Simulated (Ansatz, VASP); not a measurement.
## WS2: VASP beside Ansatz

File INCAR:

```
SYSTEM = WS2
ALGO     = Normal         ! electronic algorithm
EDIFF    = 1E-6           ! SCF threshold, eV
ENCUT    = 520            ! plane-wave cutoff, eV
GGA      = PS             ! functional
ISIF     = 2              ! what is computed and relaxed
ISMEAR   = 0              ! smearing method
IVDW     = 12             ! dispersion correction
LASPH    = .True.         ! aspherical terms in the spheres
LCHARG   = .True.         ! write CHGCAR
LELF     = .True.         ! ELF
LREAL    = .False.        ! projectors in reciprocal space
LVHAR    = .True.       
LWAVE    = .False.        ! write WAVECAR
NBANDS   = 20             ! bands
NELM     = 80             ! most SCF steps
PREC     = Accurate       ! precision mode
SIGMA    = 0.05           ! smearing width, eV
```

File KPOINTS:

```
k-points
0
Gamma
  12 12 2
  0 0 0
```

Contents of POSCAR:

```
WS2
1.0
    3.1239380587      0.0000000000      0.0000000000
   -1.5619690294      2.7054097187      0.0000000000
    0.0000000000      0.0000000000     16.9375357456
W S
1 2
Direct
    0.3333333333      0.6666666667      0.0000000000
    0.6423383994      0.3333333333      0.9071511715
    0.6909949339      0.3333333333      0.0928488285
```

Input for Ansatz:

```yaml
crystal:
  lattice:
    - [3.1239380587, 0.0, 0.0]
    - [-1.5619690294, 2.7054097187, 0.0]
    - [0.0, 0.0, 16.9375357456]
  atoms:
    - { symbol: W, position: [0.3333333333, 0.6666666667, 0.0] }
    - { symbol: S, position: [0.6423383994, 0.3333333333, 0.9071511715] }
    - { symbol: S, position: [0.6909949339, 0.3333333333, 0.0928488285] }
basis:
  ecutwfc: 420
kpoints:
  mp_grid: { grid: [12, 12, 2] }
hamiltonian:
  xc: pbesol
  pseudopotentials: { kind: paw, azcp: { folder: soft_1 } }
  dispersion: d3bj
scf:
  occupations: { method: gaussian, width: 0.05 }
output:
  forces: true
  stress: true
  eigenvalues: true
  write_density: true
  write_potential: true
  elf: true
  volumetric_format: npy
```

Change from the starting cell: mode 4 frozen in at -0.076 Å and mode 9 at +0.000 Å (largest displacements).

Alike in both runs: task single point; functional PBEsol; dispersion D3(BJ); k mesh 12 × 12 × 2; occupations gaussian, width 0.05 eV; no spin polarisation.

|  | VASP | Ansatz |
| --- | --- | --- |
| version | VASP 6.6.1 | Ansatz 0.2.0 |
| potentials or method | VASP PAW PBE potentials, release 64 (W_sv, S), cutoff 520 eV | scalar-relativistic, plane waves, PAW |
| valence electrons in the cell | 26 | 26 |

```csv
,VASP,Ansatz,Ansatz less VASP
gap on the k mesh at the Fermi level (eV),1.96,1.96,0.000
least direct gap on the mesh (eV),2.03,2.02,-0.004
rms of the force components (eV/Å),0.380,0.378,-0.0015
```

VASP's potentials were made for PBE, not for PBEsol, and Ansatz warns of the same on its side. Atom by atom the forces differ by 0.010 eV/Å (rms over components). Ansatz's warnings: xc potential rough in thin density.

Spin-orbit coupling is off throughout.
